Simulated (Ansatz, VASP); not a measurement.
## Pt: VASP beside Ansatz

Contents of INCAR:

```
SYSTEM = Pt
ALGO = Normal
EDIFF = 1E-7
ENCUT = 520
GGA = PS
ISIF = 2
ISMEAR = -1
LASPH = .True.
LCHARG = .False.
LREAL = .False.
LWAVE = .False.
NBANDS = 11
NELM = 100
PREC = Accurate
SIGMA = 0.1
```

KPOINTS

```
k-points
0
Gamma
  16 16 16
  0 0 0
```

File POSCAR:

```
Pt
1.0
   -1.5402954614      1.5402954614      1.5402954614
    1.5402954614     -1.5402954614      1.5402954614
    1.5402954614      1.5402954614     -1.5402954614
Pt
1
Direct
    0.0000000000      0.0000000000      0.0000000000
```

Input for Ansatz:

```yaml
crystal:
  lattice:
    - [-1.5402954614, 1.5402954614, 1.5402954614]
    - [1.5402954614, -1.5402954614, 1.5402954614]
    - [1.5402954614, 1.5402954614, -1.5402954614]
  atoms:
    - { symbol: Pt, position: [0.0, 0.0, 0.0] }
hamiltonian:
  xc: pbesol
  pseudopotentials:
    kind: paw
    azcp:
      Pt: "pseudopotentials/Pt.paw.azcp"
basis:
  ecutwfc: 420
  fft_grid_basis: typed
kpoints:
  mp_grid: { grid: [16, 16, 16], shift: [0, 0, 0] }
magnetization:
  spin_polarized: false
scf:
  occupations: { method: fermi_dirac, width: 0.1 }
  lower_state_search: "off"
output:
  stress: true
```

Alike in both runs: task single point; functional PBEsol; k mesh 16 × 16 × 16; occupations fermi-dirac, width 0.1 eV; no spin polarisation.

|  | VASP | Ansatz |
| --- | --- | --- |
| version | VASP 6.6.1 | Ansatz 0.2.0 |
| potentials or method | VASP PAW PBE potentials, release 64 (Pt), cutoff 520 eV | plane waves (420 eV) with PAW, scalar-relativistic |
| valence electrons in the cell | 10 | 18 |

Ansatz gave:

```
pressure (GPa) : 12.5
```

Q: What did VASP give for the same quantities?

A: Pressure (GPa): 12.1.

VASP's potentials were made for PBE, not for PBEsol, and Ansatz warns of the same on its side. VASP's potentials hold 10 valence electrons a cell and Ansatz's 18, so a difference there can come from the potentials and not from the codes.

Spin-orbit coupling is off throughout.
